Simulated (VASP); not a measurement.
# Be27H in VASP: notebook, part 2 of 2

VASP 6.6.1.

### 3 Single point, PBE

The input, INCAR:

```
SYSTEM = Be27H
PREC     = Accurate       ! precision mode
ENCUT    = 520            ! plane-wave cutoff, eV
EDIFF    = 1E-6           ! SCF threshold, eV
ISMEAR   = -1             ! smearing method
SIGMA    = 0.1            ! smearing width, eV
LREAL    = Auto         
LASPH    = .TRUE.         ! aspherical terms in the spheres
NELM     = 80             ! most SCF steps
ALGO     = Normal         ! electronic algorithm
ISIF     = 2              ! what is computed and relaxed
LWAVE    = .FALSE.        ! write WAVECAR
LCHARG   = .FALSE.        ! write CHGCAR
GGA      = PE             ! functional
NBANDS   = 48             ! bands
```

The input, KPOINTS:

```
regular mesh
0
G
  3 3 1
  0 0 0
```

The input, POSCAR:

```
Be27H
1.0
    6.8700000000      0.0000000000      0.0000000000
    3.4350000000      5.9495950000      0.0000000000
    0.0000000000      0.0000000000     14.5884300000
Be H
27 1
Direct
    0.0000000000      0.0000000000      0.0685474722
    0.3333333333      0.0000000000      0.0685474722
    0.6666666667      0.0000000000      0.0685474722
    0.0000000280      0.3333332773      0.0685474722
    0.3333333613      0.3333332773      0.0685474722
    0.6666666947      0.3333332773      0.0685474722
   -0.0000000280      0.6666667227      0.0685474722
    0.3333333053      0.6666667227      0.0685474722
    0.6666666387      0.6666667227      0.0685474722
   -0.1063080224      0.2198556372      0.1972979957
    0.2230661051      0.2231449368      0.1960574236
    0.5571442565      0.2199606864      0.1951086580
   -0.1093450269      0.5535331397      0.1965017483
    0.2252037947      0.5540852781      0.1940349304
    0.5571456024      0.5562240791      0.1950789084
   -0.1092939440      0.8891605227      0.1965459614
    0.2231844752      0.8870228982      0.1959578927
    0.5614856141      0.8858966030      0.1960154040
    0.0073410303     -0.0014806050      0.3261573727
    0.3413741193     -0.0039226199      0.3215611276
    0.6711578129      0.0001734572      0.3234509128
    0.0074413180      0.3273822840      0.3262261943
    0.3394917157      0.3342526676      0.3209914981
    0.6685914960      0.3324100212      0.3228797753
    0.0079748671      0.6626293050      0.3242360556
    0.3395836862      0.6595228751      0.3209607888
    0.6712042185      0.6619825383      0.3234172560
    0.1325202980      1.0981666819      0.3855630798
```

Potentials or basis: VASP PAW PBE potentials, release 64 (Be, H).

On the command line:

```sh
$ cat potpaw_PBE.64/Be/POTCAR potpaw_PBE.64/H/POTCAR > POTCAR
$ mpirun -np 1 vasp_std > vasp.out
```

OUTCAR:

```text
SYSTEM = Be27H
   PREC = Accurate
   ENCUT = 520
   EDIFF = 1E-6
   ISMEAR = -1
   LREAL = Auto
   LASPH = .TRUE.
   NELM = 80
   ISIF = 2
   GGA = PE

 ion  position               nearest neighbor table
   1  0.000  0.000  0.069-  16 2.28  17 2.28  10 2.29   8 2.29   4 2.29   6 2.29   7 2.29   3 2.29
                             2 2.29
   2  0.333  0.000  0.069-  17 2.28  11 2.29   4 2.29   8 2.29   5 2.29   9 2.29   1 2.29   3 2.29
                            18 2.30
   3  0.667  0.000  0.069-  12 2.26  18 2.27   6 2.29   7 2.29   9 2.29   5 2.29   1 2.29   2 2.29
                            16 2.29
   4  0.000  0.333  0.069-  13 2.28  11 2.29  10 2.29   2 2.29   1 2.29   5 2.29   6 2.29   9 2.29
                             7 2.29
   5  0.333  0.333  0.069-  14 2.25  11 2.28  12 2.28   2 2.29   3 2.29   4 2.29   6 2.29   7 2.29
                             8 2.29
   6  0.667  0.333  0.069-  15 2.27  12 2.27   3 2.29   1 2.29   4 2.29   5 2.29   8 2.29   9 2.29
                            10 2.31
   7  1.000  0.667  0.069-  14 2.27  13 2.29  16 2.29   3 2.29   1 2.29   9 2.29   8 2.29   5 2.29
                             4 2.29
   8  0.333  0.667  0.069-  14 2.25  17 2.27  15 2.28   2 2.29   1 2.29   7 2.29   9 2.29   6 2.29
                             5 2.29
   9  0.667  0.667  0.069-  15 2.26  18 2.27   3 2.29   2 2.29   7 2.29   8 2.29   4 2.29   6 2.29
[... 22 lines left out ...]
                            23 2.32  26 2.32
  21  0.671  0.000  0.323-  16 2.27  24 2.27  20 2.28  12 2.28  23 2.29  18 2.29  19 2.30  25 2.32
                            27 2.32
  22  0.007  0.327  0.326-  28 1.62  19 2.26  20 2.29  11 2.29  10 2.30  27 2.30  25 2.31  23 2.31
                            24 2.31  13 2.32
  23  0.339  0.334  0.321-  26 2.23  12 2.25  24 2.25  25 2.27  14 2.27  11 2.27  21 2.29  22 2.31
                            20 2.32
  24  0.669  0.332  0.323-  26 2.25  23 2.25  10 2.27  27 2.27  21 2.27  12 2.29  15 2.29  19 2.31
                            22 2.31
  25  0.008  0.663  0.324-  23 2.27  26 2.27  14 2.30  16 2.30  13 2.30  22 2.31  19 2.31  27 2.32
                            21 2.32
  26  0.340  0.660  0.321-  23 2.23  15 2.25  24 2.25  14 2.27  25 2.27  17 2.27  27 2.29  19 2.31
                            20 2.32
  27  0.671  0.662  0.323-  13 2.27  24 2.27  20 2.28  15 2.28  18 2.29  26 2.29  22 2.30  25 2.32
                            21 2.32
  28  0.133  0.098  0.386-  20 1.55  19 1.60  22 1.62

  LATTYP: Found a hexagonal cell.
 ALAT       =     6.8700004122
 C/A-ratio  =     2.1234976892

  Lattice vectors:

 A1 = (  -3.4350000000,  -5.9495950000,   0.0000000000)
 A2 = (   6.8700000000,   0.0000000000,   0.0000000000)
 A3 = (   0.0000000000,   0.0000000000,  14.5884300000)

Analysis of symmetry for initial positions (statically):
=====================================================================
 Subroutine PRICEL returns:
 Original cell was already a primitive cell.

 Routine SETGRP: Setting up the symmetry group for a
 hexagonal supercell.

 Subroutine GETGRP returns: Found  1 space group operations
 (whereof  1 operations were pure point group operations)
 out of a pool of 24 trial point group operations.

The static configuration has the point symmetry C_1 .

Analysis of symmetry for dynamics (positions and initial velocities):
=====================================================================
 Subroutine PRICEL returns:
 Original cell was already a primitive cell.

 Routine SETGRP: Setting up the symmetry group for a
 hexagonal supercell.

 Subroutine GETGRP returns: Found  1 space group operations
 (whereof  1 operations were pure point group operations)
[... 117 lines left out ...]
   number of dos      NEDOS =    301   number of ions     NIONS =     28
   total plane-waves  NPLWV = 314928
   dimension x,y,z NGX =    54 NGY =   54 NGZ =  108
   dimension x,y,z NGXF=   108 NGYF=  108 NGZF=  216
   ions per type =              27   1
   NGX,Y,Z   is equivalent  to a cutoff of  13.07, 13.07, 12.31 a.u.
   NGXF,Y,Z  is equivalent  to a cutoff of  26.13, 26.13, 24.61 a.u.
 SYSTEM =  Be27H
   PREC   = accura    normal or accurate (medium, high low for compatibility)
   ISTART =      0    job   : 0-new  1-cont  2-samecut
   ICHARG =      2    charge: 1-file 2-atom 10-const
   ISPIN  =      1    spin polarized calculation?
   LNONCOLLINEAR =      F non collinear calculations
   LSORBIT =      F    spin-orbit coupling
   LASPH  =      T    aspherical Exc in radial PAW
   ENCUT  =  520.0 eV  38.22 Ry    6.18 a.u.  12.77 12.77 27.12*2*pi/ulx,y,z
   NELM   =     80;   NELMIN=  2; NELMDL= -5     # of ELM steps
   EDIFF  = 0.1E-05   stopping-criterion for ELM
   LREAL  =      T    real-space projection
   EDIFFG = 0.1E-04   stopping-criterion for IOM
   NSW    =      0    number of steps for IOM
   IBRION =     -1    ionic relax: 0-MD 1-quasi-New 2-CG
   NFREE  =      0    steps in history (QN), initial steepest desc. (CG)
   ISIF   =      2    stress and relaxation
   ISYM   =      2    0-nonsym 1-usesym 2-fastsym
   POTIM  = 0.5000    time-step for ionic-motion
   TEBEG  =    0.0;   TEEND  =   0.0 temperature during run
   PSTRESS=    0.0 pullay stress
   NELECT =      55.0000    total number of electrons
   NUPDOWN=      -1.0000    fix difference up-down
   EMIN   =  10.00;   EMAX   =-10.00  energy-range for DOS
   EFERMI =   0.00;   METHOD = LEGACY
   ISMEAR =    -1;   SIGMA  =   0.10  broadening in eV -4-tet -1-fermi 0-gaus
   EFERMI_NEDOS =   21; number of points for ismear=-14 and -15
   IALGO  =     38    algorithm
   IMIX   =      4    mixing-type and parameters
     AMIX     =   0.40;   BMIX     =  1.00
     AMIX_MAG =   1.60;   BMIX_MAG =  1.00
  volume/ion in A,a.u.               =      21.30       143.71
  Fermi-wavevector in a.u.,A,eV,Ry     =   0.739682  1.397796  7.444141  0.547129
  Thomas-Fermi vector in A             =   1.833903
   LORBIT       =      0    0 simple, 1 ext, 2 COOP (PROOUT), +10 PAW based schemes
   GGA     = PE    functional components
   LHFCALC =     F    Hartree Fock is set to
   AEXX    =    0.0000 exact exchange contribution
   IVDW    =     0    specifies the selected vdW correction
   LEPSILON=     F    determine dielectric tensor
   LRPA    =     F    only Hartree local field effects (RPA)
 non-spin polarized calculation
  energy-cutoff  :      520.00
  volume of cell :      596.28
 maximum number of plane-waves:     16070
 NGX is ok and might be reduce to    54
   NGX = 25   NGY = 25   NGZ = 55

 number of electron      55.0000000 magnetization

 Free energy of the ion-electron system (eV)
  ---------------------------------------------------
  ext. energy  EPLUGINS =         0.00000000
  ---------------------------------------------------
  free energy    TOTEN  =       -96.24710719 eV

  energy without entropy =      -95.91681835  energy(sigma->0) =      -96.08196277

 E-fermi :  -0.9183     XC(G=0):  -5.3018

 val. band max:       -0.9302178055   @ k =  -0.3333   0.3333   0.0000
 cond. band min:      -0.8453924874   @ k =   0.0000   0.3333   0.0000
 fundamental gap:      0.0848253181
 Fermi energy:        -0.9183128587

 k-point     1 :       0.0000    0.0000    0.0000
  band No.  band energies     occupation
      1     -10.4869      2.00000
      2      -8.7417      2.00000
      3      -7.7392      2.00000
      4      -7.2679      2.00000
      5      -7.2633      2.00000
      6      -7.2535      2.00000
[... 199 lines left out ...]
     38       3.5328      0.00000
     39       3.5470      0.00000
 [bands above 39 left out]

------------------------ aborting loop because EDIFF is reached ----------------------------------------

  FORCE on cell =-STRESS in cart. coord.  units (eV):
  Direction    XX          YY          ZZ          XY          YZ          ZX
  --------------------------------------------------------------------------------------
  -------------------------------------------------------------------------------------
  Total      -22.0334704    -22.1462133      0.2243343     -0.0770163      0.6682618     -1.0889563
  in kB      -59.2026017    -59.5055349      0.6027727     -0.2069380      1.7955791     -2.9259596
  external PRESSURE =     -39.3684546 kB  Pullay stress =       0.0000000 kB

 VOLUME and BASIS-vectors are now :
 -----------------------------------------------------------------------------
  energy-cutoff  :      520.00
  volume of cell :      596.28
      direct lattice vectors                 reciprocal lattice vectors
     6.870000000  0.000000000  0.000000000     0.145560408 -0.084039334  0.000000000
     3.435000000  5.949595000  0.000000000     0.000000000  0.168078668  0.000000000
     0.000000000  0.000000000 14.588430000     0.000000000  0.000000000  0.068547472

 POSITION                                       TOTAL-FORCE (eV/Angst)
 -----------------------------------------------------------------------------------
      0.00000      0.00000      1.00000         0.013363      0.000237      0.031209
      2.29000      0.00000      1.00000         0.030403     -0.016057      0.004674
      4.58000      0.00000      1.00000         0.025912     -0.031121     -0.085731
      1.14500      1.98320      1.00000         0.007319     -0.013376      0.033388
      3.43500      1.98320      1.00000        -0.021564     -0.063658      0.013098
      5.72500      1.98320      1.00000         0.089199     -0.053265      0.027181
[... 20 lines left out ...]
      6.88508      3.93853      4.71815        -0.004192      0.005151      0.033589
      1.24762      0.58405      5.62476        -0.133306      0.120150     -0.084716
 -----------------------------------------------------------------------------------
    total drift:                                0.000348     -0.000249      0.003737

  FREE ENERGIE OF THE ION-ELECTRON SYSTEM (eV)
  ---------------------------------------------------
  free  energy   TOTEN  =       -96.2471071877 eV

  energy  without entropy=      -95.9168183510  energy(sigma->0) =      -96.08196277
```

Run time: 4.6 min. Hardware: 1 thread of Intel Xeon 6975P-C (Granite Rapids), shared host; peak memory 0.63 GiB.

What came out:

* Free energy: -96.2471 eV
* Largest force: 0.207 eV/Å

Forces in eV/Å, atoms in the order of the input:
```
Be   0.013  0.000  0.031
Be   0.030 -0.016  0.005
Be   0.026 -0.031 -0.086
Be   0.007 -0.013  0.033
Be  -0.022 -0.064  0.013
Be   0.089 -0.053  0.027
Be  -0.012  0.009 -0.058
Be   0.043  0.049  0.015
Be   0.039 -0.005 -0.083
Be   0.030 -0.017 -0.030
Be   0.006 -0.007  0.007
Be   0.004 -0.009 -0.016
Be  -0.003 -0.010  0.019
Be   0.027 -0.017  0.024
Be   0.010  0.001 -0.017
Be   0.006  0.007  0.018
Be   0.009 -0.001  0.008
Be   0.003 -0.001  0.023
Be  -0.020  0.007 -0.028
Be  -0.126  0.068  0.149
Be  -0.008 -0.001  0.032
Be  -0.019 -0.012 -0.009
Be   0.013 -0.014  0.016
Be  -0.023  0.013 -0.047
Be  -0.004  0.001 -0.006
Be   0.017 -0.010  0.012
Be  -0.004  0.005  0.034
H   -0.133  0.120 -0.085
```

Levels at points of the mesh, in eV from the Fermi level:
| k point | band 25 | band 26 | band 27 | band 28 | band 29 | band 30 |
| --- | --- | --- | --- | --- | --- | --- |
| (0.00, 0.00, 0.00) | -0.21 | -0.06 | 0.71 | 0.78 | 0.79 | 0.92 |
